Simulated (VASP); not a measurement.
A run of VASP 6.6.1 is set up as follows.

The input INCAR:

```
SYSTEM = Tl
AGGAC = 1.0
AGGAX = 1.0
ALDAC = 0.0
ALDAX = 1.0
ALGO = Normal
EDIFF = 1E-7
ENCUT = 520
GGA = B5
ISIF = 2
ISMEAR = -1
LASPH = .True.
LCHARG = .False.
LREAL = .False.
LWAVE = .False.
NBANDS = 34
NELM = 80
PREC = Accurate
SIGMA = 0.1
```

File KPOINTS:

```
k-points
0
Gamma
  11 11 3
  0 0 0
```

The input POSCAR:

```
Tl
1.0
    3.6214490443      0.0000000000      0.0000000000
   -1.8107245222      3.1362668709      0.0000000000
    0.0000000000      0.0000000000     11.4595112388
Tl
4
Direct
    0.0000000000      0.0000000000      0.0000000000
    0.0000000000      0.0000000000      0.5000000000
    0.3333333333      0.6666666667      0.2500000000
    0.6666666667      0.3333333333      0.7500000000
```

Potentials or basis: VASP PAW PBE potentials, release 64 (Tl_d).

Launch:

```sh
$ cat potpaw_PBE.64/Tl_d/POTCAR > POTCAR
$ mpirun -np 1 vasp_std > vasp.out
```

**Question.** Estimate the band gap on the k mesh.

**Answer.** Zero (band 26 reaches 8.87 eV, above the bottom of band 27 at 4.98 eV).

**Question.** Estimate the pressure.

**Answer.** 1.9 GPa.

Stress tensor (GPa, compression positive):
```
1.83 0.00 0.00
0.00 1.83 0.00
0.00 0.00 2.11
```

Caveat: the PAW data sets were made with another functional, which shifts forces and pressure a little; spin-orbit coupling is left out, which moves the levels of the heavy elements.
